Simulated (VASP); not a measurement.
# SnGe2 (Fm-3m) in VASP: a series of runs, part 2 of 2

VASP 6.6.1. Earlier steps stand in the parts before.

## Step 3: Relaxation of cell and atoms, PBE

This run uses another cell than the first one, of 19.68 Å³/atom, 0.755 times its volume.

INCAR

```
PREC     = Accurate       # precision mode
ENCUT    = 600            # plane-wave cutoff, eV
EDIFF    = 1E-7           # SCF threshold, eV
ISMEAR   = 0              # smearing method
SIGMA    = 0.1            # smearing width, eV
LREAL    = False          # projectors in reciprocal space
LASPH    = True           # aspherical terms in the spheres
NELM     = 80             # most SCF steps
ALGO     = Normal         # electronic algorithm
ISIF     = 3              # what is computed and relaxed
LWAVE    = False          # write WAVECAR
LCHARG   = False          # write CHGCAR
GGA      = PE             # functional
IBRION   = 2              # ionic algorithm
NSW      = 100            # ionic steps
EDIFFG   = -0.05          # ionic threshold
```

KPOINTS

```
regular mesh
0
Gamma
  6 6 6
```

POSCAR

```
SnGe2
1.0
    0.0000000000      3.0906417255      3.0906417255
    3.0906417255      0.0000000000      3.0906417255
    3.0906417255      3.0906417255      0.0000000000
Sn Ge
1 2
Direct
    0.0000000000      0.0000000000      0.0000000000
    0.7500000000      0.7500000000      0.7500000000
    0.2500000000      0.2500000000      0.2500000000
```

Potentials or basis: VASP PAW PBE potentials, release 64 (Sn_d, Ge_d).

Started as:

```console
> cat potpaw_PBE.64/Sn_d/POTCAR potpaw_PBE.64/Ge_d/POTCAR > POTCAR
> mpirun -np 1 vasp_std > vasp.out
```

OUTCAR:

```text
PREC = Accurate
   ENCUT = 600
   EDIFF = 1E-7
   ISMEAR = 0
   LREAL = False
   LASPH = True
   NELM = 80
   ISIF = 3
   GGA = PE
   IBRION = 2
   NSW = 100
   EDIFFG = -0.05

 ion  position               nearest neighbor table
   1  0.000  0.000  0.000-   2 2.68   3 2.68   2 2.68   2 2.68   2 2.68   3 2.68   3 2.68   3 2.68

   2  0.750  0.750  0.750-   1 2.68   1 2.68   1 2.68   1 2.68
   3  0.250  0.250  0.250-   1 2.68   1 2.68   1 2.68   1 2.68

  LATTYP: Found a face centered cubic cell.
 ALAT       =     6.1812834510

  Lattice vectors:

 A1 = (   0.0000000000,   3.0906417255,   3.0906417255)
 A2 = (   3.0906417255,   0.0000000000,   3.0906417255)
 A3 = (   3.0906417255,   3.0906417255,   0.0000000000)

Analysis of symmetry for initial positions (statically):
=====================================================================
 Subroutine PRICEL returns:
 Original cell was already a primitive cell.

 Routine SETGRP: Setting up the symmetry group for a
 face centered cubic supercell.

 Subroutine GETGRP returns: Found 48 space group operations
 (whereof 48 operations were pure point group operations)
 out of a pool of 48 trial point group operations.

The static configuration has the point symmetry O_h .

Analysis of symmetry for dynamics (positions and initial velocities):
[... 124 lines left out ...]
     AMIX_MAG =   1.60;   BMIX_MAG =  1.00
  volume/ion in A,a.u.               =      19.68       132.82
  Fermi-wavevector in a.u.,A,eV,Ry     =   1.461389  2.761625 29.057402  2.135659
  Thomas-Fermi vector in A             =   2.577727
   LORBIT       =      0    0 simple, 1 ext, 2 COOP (PROOUT), +10 PAW based schemes
   GGA     = PE    functional components
   LHFCALC =     F    Hartree Fock is set to
   AEXX    =    0.0000 exact exchange contribution
   IVDW    =     0    specifies the selected vdW correction
   LEPSILON=     F    determine dielectric tensor
   LRPA    =     F    only Hartree local field effects (RPA)
 conjugate gradient relaxation of ions
 non-spin polarized calculation
 Gauss-broadening in eV      SIGMA  =   0.10
  energy-cutoff  :      600.00
  volume of cell :       59.04
 maximum number of plane-waves:      1994
   NGX = 17   NGY = 17   NGZ = 17

--------------------------------------- Ionic step        1  -------------------------------------------

 number of electron      42.0000005 magnetization

 Free energy of the ion-electron system (eV)
  ---------------------------------------------------
  ext. energy  EPLUGINS =         0.00000000
  ---------------------------------------------------
  free energy    TOTEN  =       -10.58960450 eV

  energy without entropy =      -10.57641562  energy(sigma->0) =      -10.58301006

 E-fermi :   8.4892     XC(G=0): -11.1574

 val. band max:        8.4573922661   @ k =   0.0000   0.0000   0.0000
 cond. band min:       8.4910824113   @ k =  -0.3333   0.1667   0.0000
 fundamental gap:      0.0336901452
 Fermi energy:         8.4892466790
[... 974 lines left out ...]
--------------------------------------- Ionic step        3  -------------------------------------------

 number of electron      42.0000028 magnetization

 Free energy of the ion-electron system (eV)
  ---------------------------------------------------
  ext. energy  EPLUGINS =         0.00000000
  ---------------------------------------------------
  free energy    TOTEN  =       -11.79275372 eV

  energy without entropy =      -11.78683709  energy(sigma->0) =      -11.78979540

 E-fermi :   5.4156     XC(G=0):  -9.8007

 val. band max:        5.3277312714   @ k =   0.1667   0.0000   0.0000
 cond. band min:       5.4636700432   @ k =   0.1667   0.1667   0.0000
 fundamental gap:      0.1359387719
 Fermi energy:         5.4156423824
[... 476 lines left out ...]
  FREE ENERGIE OF THE ION-ELECTRON SYSTEM (eV)
  ---------------------------------------------------
  free  energy   TOTEN  =       -11.7927537219 eV

  energy  without entropy=      -11.7868370877  energy(sigma->0) =      -11.78979540

 reached required accuracy - stopping structural energy minimisation
```

CONTCAR:

```text
SnGe2
   1.00000000000000
    -0.0000000000000000    3.3906877987954314    3.3906877987954314
     3.3906877987954314    0.0000000000000000    3.3906877987954314
     3.3906877987954314    3.3906877987954314   -0.0000000000000000
  Sn              Ge
     1     2
Direct
     0.0000000000000000    0.0000000000000000    0.0000000000000000
     0.7500000000000000    0.7500000000000000    0.7500000000000000
     0.2500000000000000    0.2500000000000000    0.2500000000000000

  0.00000000E+00  0.00000000E+00  0.00000000E+00
  0.00000000E+00  0.00000000E+00  0.00000000E+00
  0.00000000E+00  0.00000000E+00  0.00000000E+00
```

Wall time 49 s (1 thread of Intel Xeon Platinum 8488C (Sapphire Rapids), shared host); peak memory 0.22 GiB.

Results:

```yaml
Free_energy: -11.7928 eV
Relaxed_volume: 25.99 Å³/atom
Relaxed_cell: a = 4.795 Å, b = 4.795 Å, c = 4.795 Å, α = 60.00°, β = 60.00°, γ = 60.00°
Space_group_after_relaxing_to_0.05_Å: Fm-3m (No. 225)
Energy_gained_by_relaxing: 401.0 meV/atom
Ionic_steps: 3
Pressure_after_relaxing: 0.2 GPa
Band_gap_on_the_k_mesh: zero (band 21 reaches 5.94 eV, above the bottom of band 22 at 4.91 eV)
```

Step by step:
| step | energy change (eV) | largest force (eV/Å) | pressure (GPa) | volume (Å³) |
| --- | --- | --- | --- | --- |
| 1 | 0.0000 | 0.0000 | 25.70 | 59.04 |
| 2 | -0.9778 | 0.0000 | -5.23 | 90.34 |
| 3 | -1.2031 | 0.0000 | 0.21 | 77.96 |

Final structure:
```yaml
crystal:
  lattice:
    - [0.00000, 3.39069, 3.39069]
    - [3.39069, 0.00000, 3.39069]
    - [3.39069, 3.39069, 0.00000]
  atoms:
    - { symbol: Sn, position: [0.00000, 0.00000, 0.00000] }
    - { symbol: Ge, position: [0.75000, 0.75000, 0.75000] }
    - { symbol: Ge, position: [0.25000, 0.25000, 0.25000] }
```

Levels at points of the mesh, in eV from the Fermi level:
```tsv
k point	band 17	band 18	band 19	band 20	band 21	band 22	band 23	band 24	band 25
(0.00, 0.00, 0.00)	-5.72	-2.06	-1.08	-1.08	-1.08	-0.50	-0.50	-0.50	3.21
(0.50, 0.00, 0.00)	-8.82	-4.75	-2.19	-2.19	-0.71	-0.29	-0.29	3.78	5.13
(0.50, 0.50, 0.00)	-7.95	-7.11	-3.80	-3.80	-0.62	3.36	3.36	4.26	4.37
```

Caveat: the volume moved by over 15 % at a fixed basis, so the end points are rough; spin-orbit coupling is left out, which moves the levels of the heavy elements.
